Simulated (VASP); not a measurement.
The system is AlN.

```
CELL_PARAMETERS angstrom
0.00000 2.17308 2.17308
2.17308 0.00000 2.17308
2.17308 2.17308 0.00000
ATOMIC_POSITIONS crystal
Al 0.00000 0.00000 0.00000
N 0.25000 0.25000 0.25000
```

This cell differs from its parent crystal: strain -0.5%.

Program: VASP 6.6.1. Alike in all runs: task single point; potentials or basis VASP PAW PBE potentials, release 64 (Al, N); no spin polarisation; cell as given; cutoff (eV) 520.

Problem. Order these runs on this cell by their band gap on the k mesh, lowest first.
A. level HSE06; k mesh 8 × 8 × 8; smearing gaussian 0.01 eV; grid for exact exchange (PRECFOCK) Normal; screening parameter 0.2079 1/Å
B. level r2SCAN; k mesh 10 × 10 × 10; smearing gaussian 0.01 eV
C. level PBE; k mesh 10 × 10 × 10; smearing fermi-dirac 0.02 eV

Solution. C (3.33 eV), B (3.95 eV), A (4.57 eV).

A k mesh can miss the band edges.
